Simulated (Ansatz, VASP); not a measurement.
# Two plane-wave programs on ZnO

File INCAR:

```
SYSTEM = ZnO
PREC = Accurate
ENCUT = 520
EDIFF = 1E-7
ISMEAR = 0
SIGMA = 0.01
LREAL = .FALSE.
LASPH = .TRUE.
NELM = 80
ALGO = Normal
ISIF = 2
LWAVE = .FALSE.
LCHARG = .TRUE.
GGA = PE
LELF = .TRUE.
LVHAR = .TRUE.
NBANDS = 26
```

The input KPOINTS:

```
regular mesh
0
G
  12 12 4
  0 0 0
```

POSCAR

```
ZnO
1.0
    3.1942263078      0.0000000000      0.0000000000
   -1.5971082386      2.7662762080      0.0000000000
    0.0000000000      0.0000000000      5.1174605786
Zn O
2 2
Direct
    0.3333333333      0.6666666667      0.5000000000
    0.6666666667      0.3333333333      0.0000000000
    0.6666666667      0.3333333333      0.3790100000
    0.3333333333      0.6666666667      0.8790100000
```

Input for Ansatz:

```yaml
crystal:
  lattice:
    - [3.1942263077725457, 0.0, 0.0]
    - [-1.5971082386484103, 2.7662762080397956, 0.0]
    - [0.0, 0.0, 5.117460578595031]
  atoms:
    - { symbol: Zn, position: [0.3333333333333333, 0.6666666666666666, 0.5] }
    - { symbol: Zn, position: [0.6666666666666666, 0.3333333333333333, 0.0] }
    - { symbol: O, position: [0.6666666666666666, 0.3333333333333333, 0.37901] }
    - { symbol: O, position: [0.3333333333333333, 0.6666666666666666, 0.87901] }
basis:
  ecutwfc: 500.0
kpoints:
  mp_grid:
    grid: [12, 12, 4]
hamiltonian:
  xc: pbe
  pseudopotentials:
    kind: paw
scf:
  occupations:
    method: fixed
output:
  stress: true
```

Alike in both runs: task single point; functional PBE; k mesh 12 × 12 × 4; no spin polarisation.

|  | VASP | Ansatz |
| --- | --- | --- |
| version | VASP 6.6.1 | Ansatz 0.2.0 |
| potentials or method | VASP PAW PBE potentials, release 64 (Zn, O), cutoff 520 eV | plane waves, PAW |
| occupations | gaussian, width 0.01 eV | fixed |
| valence electrons in the cell | 36 | 36 |

```tsv
	VASP	Ansatz	Ansatz less VASP
pressure (GPa)	14.9	13.5	-1.36
traceless stress, the component that is largest in VASP (GPa)	1.36	1.33	-0.034
```

Ansatz's warnings: structure snapped to symmetry.
